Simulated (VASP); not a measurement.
# Sc (Fm-3m) in VASP: further runs

Sc is run at these levels: PBE; tasks: single point, band structure.

All numbers are computed with VASP 6.6.1; they aren't measurements. Logs are shortened: lines on timing, memory, paths and dates and some standing lists are left out, and cuts for length are marked.

## (1) The cell of the first run

The structure is cubic, space group Fm-3m (No. 225). The conventional cell has a = 4.520 Å, b = 4.520 Å, c = 4.520 Å, α = 90.00°, β = 90.00°, γ = 90.00°. Within 4.2 Å of Sc (site symmetry m-3m) lie 12 Sc at 3.20 Å.

This isn't the form of Sc at room conditions, which is hcp.

## (2) Single point, PBE

Input file POSCAR:

```
Sc
1.0
    0.0000000000      2.2600000000      2.2600000000
    2.2600000000      0.0000000000      2.2600000000
    2.2600000000      2.2600000000      0.0000000000
Sc
1
Direct
    0.0000000000      0.0000000000      0.0000000000
```

Input file INCAR.step1:

```
SYSTEM = Sc
  GGA = PE
  ISMEAR = 1
  SIGMA = 0.1
  LWAVE = .False.
  LCHARG = .True.
  NBANDS = 20
  PREC = Accurate
  LASPH = .True.
  LREAL = .False.
  ALGO = Normal
  EDIFF = 1E-6
  NELM = 120
  GGA_COMPAT = .False.
  ENCUT = 260
  LMAXMIX = 4
```

Input file KPOINTS.step1:

```
k-points
0
Gamma
  11 11 11
```

Input file INCAR.step2:

```
SYSTEM = Sc
  GGA = PE
  ISMEAR = -5
  LWAVE = .False.
  LCHARG = .False.
  NBANDS = 20
  PREC = Accurate
  LASPH = .True.
  LREAL = .False.
  ALGO = Normal
  EDIFF = 1E-6
  NELM = 120
  GGA_COMPAT = .False.
  ENCUT = 260
  LMAXMIX = 4
  NEDOS = 2001
  LORBIT = 11
  EMIN = -12.8627
  EMAX = 12.1373
  ICHARG = 11
```

Input file KPOINTS.step2:

```
Automatic mesh
0
Gamma
  14 14 14
  0 0 0
```

Potentials or basis: VASP PAW PBE potentials, release 64 (Sc_sv).

Started as:

```bash
$ cat potpaw_PBE.64/Sc_sv/POTCAR > POTCAR
$ cp INCAR.step1 INCAR
$ cp KPOINTS.step1 KPOINTS
$ mpirun -np 1 vasp_std > vasp.out
$ cp INCAR.step2 INCAR
$ cp KPOINTS.step2 KPOINTS
$ mpirun -np 1 vasp_std > vasp.out
```

OUTCAR:

```text
SYSTEM = Sc
   GGA = PE
   ISMEAR = -5
   PREC = Accurate
   LASPH = .True.
   LREAL = .False.
   EDIFF = 1E-6
   NELM = 120
   ENCUT = 260
   LORBIT = 11
   EMIN = -12.8627
   ICHARG = 11

 Found    104 irreducible k-points:

 Following reciprocal coordinates:
            Coordinates               Weight
  0.000000  0.000000  0.000000      1.000000
  0.071429  0.000000  0.000000      8.000000
  0.142857  0.000000  0.000000      8.000000
  0.214286  0.000000  0.000000      8.000000
  0.285714  0.000000  0.000000      8.000000
  0.357143  0.000000  0.000000      8.000000
   k-points           NKPTS =    104   k-points in BZ     NKDIM =    104   number of bands    NBANDS=     20
   number of dos      NEDOS =   2001   number of ions     NIONS =      1
   total plane-waves  NPLWV =   5832
   dimension x,y,z NGX =    18 NGY =   18 NGZ =   18
   dimension x,y,z NGXF=    36 NGYF=   36 NGZF=   36
   ions per type =               1
   NGX,Y,Z   is equivalent  to a cutoff of   9.36,  9.36,  9.36 a.u.
   NGXF,Y,Z  is equivalent  to a cutoff of  18.73, 18.73, 18.73 a.u.
 SYSTEM =  Sc
   PREC   = accura    normal or accurate (medium, high low for compatibility)
   ISTART =      0    job   : 0-new  1-cont  2-samecut
   ICHARG =     11    charge: 1-file 2-atom 10-const
   ISPIN  =      1    spin polarized calculation?
   LNONCOLLINEAR =      F non collinear calculations
   LSORBIT =      F    spin-orbit coupling
   LASPH  =      T    aspherical Exc in radial PAW
   ENCUT  =  260.0 eV  19.11 Ry    4.37 a.u.   4.20  4.20  4.20*2*pi/ulx,y,z
   NELM   =    120;   NELMIN=  2; NELMDL=  0     # of ELM steps
   EDIFF  = 0.1E-05   stopping-criterion for ELM
   LREAL  =      F    real-space projection
   EDIFFG = 0.1E-04   stopping-criterion for IOM
   NSW    =      0    number of steps for IOM
   IBRION =     -1    ionic relax: 0-MD 1-quasi-New 2-CG
   NFREE  =      0    steps in history (QN), initial steepest desc. (CG)
   ISIF   =      2    stress and relaxation
   ISYM   =      2    0-nonsym 1-usesym 2-fastsym
   POTIM  = 0.5000    time-step for ionic-motion
   TEBEG  =    0.0;   TEEND  =   0.0 temperature during run

   SCALEE = 1.0000    scale energy and forces
   PSTRESS=    0.0 pullay stress
   NELECT =      11.0000    total number of electrons
   NUPDOWN=      -1.0000    fix difference up-down
   EMIN   = -12.86;   EMAX   = 12.14  energy-range for DOS
   EFERMI =   0.00;   METHOD = LEGACY
   ISMEAR =    -5;   SIGMA  =   0.20  broadening in eV -4-tet -1-fermi 0-gaus
   EFERMI_NEDOS =   21; number of points for ismear=-14 and -15
   IALGO  =     38    algorithm
   IMIX   =      4    mixing-type and parameters
     AMIX     =   0.40;   BMIX     =  1.00
     AMIX_MAG =   1.60;   BMIX_MAG =  1.00
  volume/ion in A,a.u.               =      23.09       155.79
  Fermi-wavevector in a.u.,A,eV,Ry     =   1.278657  2.416311 22.245021  1.634963
  Thomas-Fermi vector in A             =   2.411187
   LORBIT       =     11    0 simple, 1 ext, 2 COOP (PROOUT), +10 PAW based schemes
   GGA     = PE    functional components
   LHFCALC =     F    Hartree Fock is set to
   AEXX    =    0.0000 exact exchange contribution
   IVDW    =     0    specifies the selected vdW correction
   LEPSILON=     F    determine dielectric tensor
   LRPA    =     F    only Hartree local field effects (RPA)

   CSHIFT  =0.1000    complex shift for real part using Kramers Kronig

   OMEGAMAX=  -1.0    maximum frequency
 non-spin polarized calculation
 Fermi weights with tetrahedron method with Bloechl corrections
  energy-cutoff  :      260.00
  volume of cell :       23.09
 maximum number of plane-waves:       229
 NGX is ok and might be reduce to    18

 number of electron      11.0000001 magnetization

 Free energy of the ion-electron system (eV)
  ---------------------------------------------------
  ext. energy  EPLUGINS =         0.00000000
  ---------------------------------------------------
  free energy    TOTEN  =        -6.18180779 eV

  energy without entropy =       -6.18180779  energy(sigma->0) =       -6.18180779

 E-fermi :   4.1377     XC(G=0): -10.1396

 val. band max:        4.1680790335   @ k =  -0.3571   0.4286   0.2143
 cond. band min:       4.1366720651   @ k =  -0.3571   0.2143   0.0000
 fundamental gap:     -0.0314069684
 Fermi energy:         4.1376653221

 k-point     1 :       0.0000    0.0000    0.0000
  band No.  band energies     occupation
      1     -45.0948      2.00000
      2     -23.4868      2.00000
      3     -23.4868      2.00000
      4     -23.4868      2.00000
      5      -1.1737      2.00000
      6       5.8159      0.00000
      7       5.8159      0.00000
      8       5.8159      0.00000
      9       7.3200      0.00000
     10       7.3200      0.00000
     11      17.0038      0.00000
     12      20.6649      0.00000
     13      20.6649      0.00000
     14      20.6649      0.00000
     15      23.5594      0.00000
     16      25.0100      0.00000
     17      25.0100      0.00000

 k-point     2 :       0.0714    0.0000    0.0000
  band No.  band energies     occupation
      1     -45.0907      2.00000
      2     -23.5116      2.00000
      3     -23.4897      2.00000
      4     -23.4897      2.00000
      5      -1.0362      2.00000
      6       5.7108      0.00000
      7       5.8680      0.00000
      8       5.8680      0.00000
      9       7.2824      0.00000
     10       7.2824      0.00000
     11      17.1442      0.00000
     12      19.6004      0.00000
     13      20.7689      0.00000
     14      20.7689      0.00000
     15      24.0121      0.00000
     16      24.9559      0.00000
     17      24.9559      0.00000

 k-point     3 :       0.1429    0.0000    0.0000
  band No.  band energies     occupation
      1     -45.0799      2.00000
      2     -23.5818      2.00000
      3     -23.4983      2.00000
      4     -23.4983      2.00000
      5      -0.6369      2.00000
      6       5.4361      0.00000
      7       5.9874      0.00000
      8       5.9874      0.00000
      9       7.2173      0.00000
     10       7.2173      0.00000
     11      17.2334      0.00000
     12      18.1081      0.00000
     13      21.0234      0.00000
     14      21.0234      0.00000
     15      23.5018      0.00000
     16      24.6745      0.00000
     17      24.6745      0.00000

 k-point     4 :       0.2143    0.0000    0.0000
  band No.  band energies     occupation
      1     -45.0646      2.00000
      2     -23.6820      2.00000
      3     -23.5113      2.00000
      4     -23.5113      2.00000
      5      -0.0170      2.00000
      6       5.0849      0.00000
      7       6.0565      0.00000
      8       6.0565      0.00000
      9       7.2634      0.00000
     10       7.2634      0.00000
     11      15.9371      0.00000
     12      17.8158      0.00000
     13      21.2654      0.00000
     14      21.2654      0.00000
     15      23.2207      0.00000
     16      24.0279      0.00000
     17      24.0279      0.00000

 k-point     5 :       0.2857    0.0000    0.0000
  band No.  band energies     occupation
      1     -45.0471      2.00000
      2     -23.7917      2.00000
      3     -23.5254      2.00000
      4     -23.5254      2.00000
      5       0.7458      2.00000
      6       4.7579      0.00000
      7       5.9851      0.00000
      8       5.9851      0.00000
      9       7.5172      0.00000
     10       7.5172      0.00000
     11      14.3563      0.00000
     12      17.4510      0.00000
     13      21.2316      0.00000
     14      21.2316      0.00000
     15      23.3418      0.00000
     16      23.3418      0.00000
     17      23.7363      0.00000

 k-point     6 :       0.3571    0.0000    0.0000
  band No.  band energies     occupation
      1     -45.0316      2.00000
      2     -23.8892      2.00000
      3     -23.5383      2.00000
      4     -23.5383      2.00000
      5       1.5167      2.00000
      6       4.5407      0.00000
      7       5.8467      0.00000
      8       5.8467      0.00000
      9       7.8760      0.00000
     10       7.8760      0.00000
     11      12.9342      0.00000
     12      16.9125      0.00000
     13      20.7698      0.00000
     14      20.7698      0.00000
     15      23.0444      0.00000
     16      23.0444      0.00000
     17      24.7546      0.00000

 [... further k-points ...]

 [bands above 17 left out]

------------------------ aborting loop because EDIFF is reached ----------------------------------------

  FORCE on cell =-STRESS in cart. coord.  units (eV):
  Direction    XX          YY          ZZ          XY          YZ          ZX
  --------------------------------------------------------------------------------------
  -------------------------------------------------------------------------------------
  Total        0.4944049      0.4944049      0.4944049     -0.0000000     -0.0000000      0.0000000
  in kB       34.3113670     34.3113670     34.3113670     -0.0000000     -0.0000000      0.0000000
  external PRESSURE =      34.3113670 kB  Pullay stress =       0.0000000 kB

 VOLUME and BASIS-vectors are now :
 -----------------------------------------------------------------------------
  energy-cutoff  :      260.00
  volume of cell :       23.09
      direct lattice vectors                 reciprocal lattice vectors
     0.000000000  2.260000000  2.260000000    -0.221238938  0.221238938  0.221238938
     2.260000000  0.000000000  2.260000000     0.221238938 -0.221238938  0.221238938
     2.260000000  2.260000000  0.000000000     0.221238938  0.221238938 -0.221238938

 POSITION                                       TOTAL-FORCE (eV/Angst)
 -----------------------------------------------------------------------------------
      0.00000      0.00000      0.00000        -0.000000     -0.000000     -0.000000
 -----------------------------------------------------------------------------------
    total drift:                                0.000000      0.000000      0.000000

  FREE ENERGIE OF THE ION-ELECTRON SYSTEM (eV)
  ---------------------------------------------------
  free  energy   TOTEN  =        -6.1818077907 eV

  energy  without entropy=       -6.1818077907  energy(sigma->0) =       -6.18180779

 total charge

# of ion       s       p       d       tot
------------------------------------------
    1        2.290   6.102   1.059   9.451
```

It took 16 s on 1 thread of Intel Xeon Platinum 8559C (Emerald Rapids), shared host; peak memory 0.12 GiB.

What came out:

```
Valence electrons inside the program's atomic spheres : Sc 9.45
Density of states at the Fermi level                  : 1.90 states/eV/atom
```

Levels at points of the mesh, in eV from the Fermi level:
| k point | band 1 | band 2 | band 3 | band 4 | band 5 | band 6 | band 7 | band 8 | band 9 | band 10 |
| --- | --- | --- | --- | --- | --- | --- | --- | --- | --- | --- |
| (0.00, 0.00, 0.00) | -49.23 | -27.62 | -27.62 | -27.62 | -5.31 | 1.68 | 1.68 | 1.68 | 3.18 | 3.18 |
| (0.50, 0.00, 0.00) | -49.15 | -28.12 | -27.69 | -27.69 | -1.84 | 0.36 | 1.55 | 1.55 | 4.16 | 4.16 |
| (0.50, 0.50, 0.00) | -49.13 | -28.08 | -27.80 | -27.80 | -1.66 | -0.71 | 2.16 | 4.15 | 4.41 | 4.41 |

Caveat: the cutoff is under 1.25 times the usual one of these potentials, so pressure, stress and relaxed cells hold a basis-set (Pulay) error; tetrahedron occupations give inexact forces and stress in metals.

## (3) Single point, PBE

POSCAR is that of step 2.

Changes to INCAR.step1 since step 2:

```diff
@@ -14,3 +14,3 @@
   GGA_COMPAT = .False.
-  ENCUT = 260
+  ENCUT = 450
   LMAXMIX = 4
```

KPOINTS.step1 is that of step 2.

Changes to INCAR.step2 since step 2:

```diff
@@ -13,8 +13,8 @@
   GGA_COMPAT = .False.
-  ENCUT = 260
+  ENCUT = 450
   LMAXMIX = 4
-  NEDOS = 2001
+  NEDOS = 4001
   LORBIT = 11
-  EMIN = -12.8627
-  EMAX = 12.1373
+  EMIN = -12.8685
+  EMAX = 12.1315
   ICHARG = 11
```

Input file KPOINTS.step2:

```
Automatic mesh
0
Gamma
  31 31 31
  0 0 0
```

Potentials or basis: VASP PAW PBE potentials, release 64 (Sc_sv).

Started as:

```bash
$ cat potpaw_PBE.64/Sc_sv/POTCAR > POTCAR
$ cp INCAR.step1 INCAR
$ cp KPOINTS.step1 KPOINTS
$ mpirun -np 1 vasp_std > vasp.out
$ cp INCAR.step2 INCAR
$ cp KPOINTS.step2 KPOINTS
$ mpirun -np 1 vasp_std > vasp.out
```

Wall time 80 s (1 thread of Intel Xeon Platinum 8559C (Emerald Rapids), shared host); peak memory 0.34 GiB.

The run converged. Its results:

```yaml
Valence_electrons_inside_the_program's_atomic_spheres: Sc 9.46
Density_of_states_at_the_Fermi_level: 1.82 states/eV/atom
```

Levels at points of the mesh, in eV from the Fermi level:
| k point | band 1 | band 2 | band 3 | band 4 | band 5 | band 6 | band 7 | band 8 | band 9 | band 10 |
| --- | --- | --- | --- | --- | --- | --- | --- | --- | --- | --- |
| (0.00, 0.00, 0.00) | -49.26 | -27.64 | -27.64 | -27.64 | -5.31 | 1.67 | 1.67 | 1.67 | 3.17 | 3.17 |

Caveat: tetrahedron occupations give inexact forces and stress in metals.

## (4) Band structure, PBE

Input file INCAR:

```
GGA = PE ; ISMEAR = 2
SIGMA = 0.05 ; LWAVE = False
LCHARG = False ; NBANDS = 16
PREC = Accurate ; LASPH = True
LREAL = False ; ALGO = Normal
EDIFF = 1E-7 ; NELM = 120
GGA_COMPAT = False ; ENCUT = 500
LMAXMIX = 4
```

Input file KPOINTS:

```
Automatic mesh
0
Gamma
  23 23 23
  0 0 0
```

Input file KPOINTS_OPT:

```
path GXWKGLUWLK,UX
12
line-mode
reciprocal
 0.0000000000  0.0000000000  0.0000000000  G
 0.5000000000  0.0000000000  0.5000000000  X

 0.5000000000  0.0000000000  0.5000000000  X
 0.5000000000  0.2500000000  0.7500000000  W

 0.5000000000  0.2500000000  0.7500000000  W
 0.3750000000  0.3750000000  0.7500000000  K

 0.3750000000  0.3750000000  0.7500000000  K
 0.0000000000  0.0000000000  0.0000000000  G

 0.0000000000  0.0000000000  0.0000000000  G
 0.5000000000  0.5000000000  0.5000000000  L

 0.5000000000  0.5000000000  0.5000000000  L
 0.6250000000  0.2500000000  0.6250000000  U

 0.6250000000  0.2500000000  0.6250000000  U
 0.5000000000  0.2500000000  0.7500000000  W

 0.5000000000  0.2500000000  0.7500000000  W
 0.5000000000  0.5000000000  0.5000000000  L

 0.5000000000  0.5000000000  0.5000000000  L
 0.3750000000  0.3750000000  0.7500000000  K

 0.6250000000  0.2500000000  0.6250000000  U
 0.5000000000  0.0000000000  0.5000000000  X
```

POSCAR is that of step 3.

Started as:

```bash
$ cat potpaw_PBE.64/Sc_sv/POTCAR > POTCAR
$ mpirun -np 1 vasp_std > vasp.out
```

It took 41 s on 1 thread of Intel Xeon 6975P-C (Granite Rapids), shared host; peak memory 0.29 GiB.

Results (log left out):

- Free energy: -6.1827 eV
- Pressure: 3.7 GPa
- Band gap along the path: zero within the smearing

Levels at the corners of the path, in eV from the Fermi level:
| point | band 2 | band 3 | band 4 | band 5 | band 6 | band 7 | band 8 | band 9 | band 10 | band 11 |
| --- | --- | --- | --- | --- | --- | --- | --- | --- | --- | --- |
| Γ | -27.64 | -27.64 | -27.64 | -5.31 | 1.67 | 1.67 | 1.67 | 3.17 | 3.17 | 12.86 |
| X | -28.10 | -27.81 | -27.81 | -1.66 | -0.72 | 2.15 | 4.14 | 4.40 | 4.40 | 9.22 |
| X | -28.10 | -27.81 | -27.81 | -1.66 | -0.72 | 2.15 | 4.14 | 4.40 | 4.40 | 9.22 |
| W | -27.96 | -27.96 | -27.82 | -0.74 | 0.23 | 0.23 | 2.66 | 4.40 | 7.33 | 7.33 |
| W | -27.96 | -27.96 | -27.82 | -0.74 | 0.23 | 0.23 | 2.66 | 4.40 | 7.33 | 7.33 |
| K | -28.02 | -27.92 | -27.77 | -0.90 | -0.45 | 0.97 | 3.17 | 4.02 | 6.55 | 6.75 |
| K | -28.02 | -27.92 | -27.77 | -0.90 | -0.45 | 0.97 | 3.17 | 4.02 | 6.55 | 6.75 |
| Γ | -27.64 | -27.64 | -27.64 | -5.31 | 1.67 | 1.67 | 1.67 | 3.17 | 3.17 | 12.86 |
| Γ | -27.64 | -27.64 | -27.64 | -5.31 | 1.67 | 1.67 | 1.67 | 3.17 | 3.17 | 12.86 |
| L | -28.13 | -27.70 | -27.70 | -1.84 | 0.35 | 1.55 | 1.55 | 4.15 | 4.15 | 7.32 |
| L | -28.13 | -27.70 | -27.70 | -1.84 | 0.35 | 1.55 | 1.55 | 4.15 | 4.15 | 7.32 |
| U | -28.02 | -27.92 | -27.77 | -0.90 | -0.45 | 0.97 | 3.17 | 4.02 | 6.55 | 6.75 |
| U | -28.02 | -27.92 | -27.77 | -0.90 | -0.45 | 0.97 | 3.17 | 4.02 | 6.55 | 6.75 |
| W | -27.96 | -27.96 | -27.82 | -0.74 | 0.23 | 0.23 | 2.66 | 4.40 | 7.33 | 7.33 |
| W | -27.96 | -27.96 | -27.82 | -0.74 | 0.23 | 0.23 | 2.66 | 4.40 | 7.33 | 7.33 |
| L | -28.13 | -27.70 | -27.70 | -1.84 | 0.35 | 1.55 | 1.55 | 4.15 | 4.15 | 7.32 |
| L | -28.13 | -27.70 | -27.70 | -1.84 | 0.35 | 1.55 | 1.55 | 4.15 | 4.15 | 7.32 |
| K | -28.02 | -27.92 | -27.77 | -0.90 | -0.45 | 0.97 | 3.17 | 4.02 | 6.55 | 6.75 |
| U | -28.02 | -27.92 | -27.77 | -0.90 | -0.45 | 0.97 | 3.17 | 4.02 | 6.55 | 6.75 |
| X | -28.10 | -27.81 | -27.81 | -1.66 | -0.72 | 2.15 | 4.14 | 4.40 | 4.40 | 9.22 |

Caveat: the cell stands under pressure.

## (5) Summary

```tsv
task	k mesh	cutoff (eV)	smearing	tolerance level	purpose	K density	route	gap on the mesh (eV)
single point	14 × 14 × 14	260	tetrahedron 0.1 eV	screening	density of states	11 × 11 × 11	-	none
single point	31 × 31 × 31	450	tetrahedron 0.1 eV	screening	density of states	11 × 11 × 11	-	none
band structure	23 × 23 × 23	500	methfessel-paxton of order 2 0.05 eV	tight	bands	-	KPOINTS_OPT	-
```

Alike in all rows: level PBE; potentials or basis VASP PAW PBE potentials, release 64 (Sc_sv); no spin polarisation; cell as given.

Caveats: tetrahedron occupations give inexact forces and stress in metals (at least some runs); the cutoff is under 1.25 times the usual one of these potentials, so pressure, stress and relaxed cells hold a basis-set (Pulay) error (at least some runs); the cell stands under pressure (at least some runs).

Total energies depend on the potentials used, so only differences within one code and one set of settings carry meaning.
